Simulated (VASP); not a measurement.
Set up this calculation in VASP 6.6.1, as the native input.

```yaml
Task: single point
Functional: PBE
Potentials_or_basis: VASP PAW PBE potentials, release 64 (Ni)
Cutoff: 520 eV
k_mesh: 13 × 7 × 13
Occupations: gaussian, width 0.1 eV
Spin: collinear spin, antiferromagnetic start
Starting_moments: "[2.0, -2.0] μB"
Dipole_correction: no
Further_INCAR_settings: ALGO = Normal; EDIFF = 1e-06; NBANDS = 21; ISYM = 0
```

The structure of Ni lies in POSCAR:

```
Ni
1.0
    0.0000000000      1.7250000000      1.7250000000
    3.4500000000      0.0000000000      3.4500000000
    1.7250000000      1.7250000000      0.0000000000
Ni
2
Direct
    0.0000000000      0.0000000000      0.0000000000
    0.0000000000      0.5000000000      0.0000000000
```

One way to write it, as run:

INCAR

```
PREC     = Accurate       # precision mode
ENCUT    = 520            # plane-wave cutoff, eV
EDIFF    = 1E-6           # SCF threshold, eV
ISMEAR   = 0              # smearing method
SIGMA    = 0.1            # smearing width, eV
LREAL    = False          # projectors in reciprocal space
LASPH    = True           # aspherical terms in the spheres
NELM     = 150            # most SCF steps
ALGO     = Normal         # electronic algorithm
ISIF     = 2              # what is computed and relaxed
LWAVE    = False          # write WAVECAR
LCHARG   = False          # write CHGCAR
ISPIN    = 2              # spin polarisation
MAGMOM   = 2 -2           # initial moments
LORBIT   = 11             # projections on sites
LMAXMIX  = 4              # l up to which the mixer works
GGA      = PE             # functional
ISYM     = 0            
NBANDS   = 21             # bands
```

KPOINTS

```
Automatic mesh
0
Gamma
  13 7 13
```

Potentials or basis: VASP PAW PBE potentials, release 64 (Ni).

Launch:

```console
$ cat potpaw_PBE.64/Ni/POTCAR > POTCAR
$ mpirun -np 1 vasp_std > vasp.out
```

Results of the run:

```json
{
  "Pressure": "12.4 GPa",
  "Band gap on the k mesh": "zero (filled and empty bands overlap)",
  "Net moment": "0.00 μB per cell",
  "Site moments": "Ni +0.23, -0.23 μB",
  "Valence electrons inside the program's atomic spheres": "Ni 9.42"
}
```

Caveat: the cell stands under pressure.

Run time: 6.1 min on 1 thread of Intel(R) Xeon(R) Platinum 8488C (Sapphire Rapids) (shared host), peak memory 0.42 GiB.
